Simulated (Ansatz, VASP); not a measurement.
Se in VASP and in Ansatz

```xyz
3
Lattice="4.8211 0.0000 0.0000 -2.4106 4.1752 0.0000 0.0000 0.0000 3.4205" Properties=species:S:1:pos:R:3 pbc="T T T"
Se    0.0000    0.0000    0.0000
Se    0.0000    2.7835    1.7102
Se    2.4106    1.3917    1.7102
```

Alike in both runs: task single point; functional PBE; k mesh 9 × 9 × 11; occupations fermi-dirac, width 0.1 eV; no spin polarisation.

```csv
,VASP,Ansatz
version,VASP 6.6.1,Ansatz 0.2.0
potentials or method,"VASP PAW PBE potentials, release 64 (Se), cutoff 520 eV","plane waves (420 eV) with PAW, scalar-relativistic"
valence electrons in the cell,18,48
```

```tsv
	VASP	Ansatz	Ansatz less VASP
pressure (GPa)	-4.3	-4.3	0.00
traceless stress, the component that is largest in VASP (GPa)	1.64	1.64	-0.009
```

VASP's potentials hold 18 valence electrons a cell and Ansatz's 48, so a difference there can come from the potentials and not from the codes.
